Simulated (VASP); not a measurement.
Write the native input for VASP 6.6.1 that does the following.

| Property | Result |
| --- | --- |
| Task | single point |
| Functional | PBE |
| Potentials or basis | VASP PAW PBE potentials, release 64 (Lu, Al, Pt) |
| Cutoff | 520 eV |
| k mesh | 6 × 6 × 4 |
| Occupations | gaussian, width 0.1 eV |
| Spin | no spin polarisation |
| Dipole correction | no |
| Further INCAR settings | ALGO = Fast; EDIFF = 1e-06; NBANDS = 32 |

The structure of LuAl4Pt lies in POSCAR:

```
LuAl4Pt
1.0
    4.3687423841      0.0000000000      0.0000000000
   -2.1843711921      3.7834418872      0.0000000000
    0.0000000000      0.0000000000      6.3367108537
Lu Al Pt
1 4 1
Direct
    0.0000000000      0.0000000000      0.0000000000
    0.3333333333      0.6666666667      0.7231587436
    0.3333333333      0.6666666667      0.2768412564
    0.6666666667      0.3333333333      0.7231587436
    0.6666666667      0.3333333333      0.2768412564
    0.0000000000      0.0000000000      0.5000000000
```

The cell was generated, and may not be a known phase.

These files were run (other wordings do the same):

INCAR

```
SYSTEM = LuAl4Pt
  PREC = Accurate
  ENCUT = 520
  EDIFF = 1E-6
  ISMEAR = 0
  SIGMA = 0.1
  LREAL = .False.
  LASPH = .True.
  NELM = 60
  ALGO = Fast
  ISIF = 2
  LWAVE = .False.
  LCHARG = .True.
  GGA = PE
  LELF = .True.
  LVHAR = .True.
  NBANDS = 32
```

KPOINTS

```
Automatic mesh
0
Gamma
  6 6 4
  0 0 0
```

Potentials or basis: VASP PAW PBE potentials, release 64 (Lu, Al, Pt).

Run with:

```bash
$ cat potpaw_PBE.64/Lu/POTCAR potpaw_PBE.64/Al/POTCAR potpaw_PBE.64/Pt/POTCAR > POTCAR
$ mpirun -np 1 vasp_std > vasp.out
```

It gave:

The pressure is 0.3 GPa and the largest force is 0.021 eV/Å. The band gap on the k mesh is zero (an odd number of electrons rules out a gap without spin polarisation).

Caveat: spin-orbit coupling is left out, which moves the levels of the heavy elements.

Wall time 59 s on 1 thread of Intel(R) Xeon(R) 6975P-C (Granite Rapids), on a shared host, peak memory 0.27 GiB.
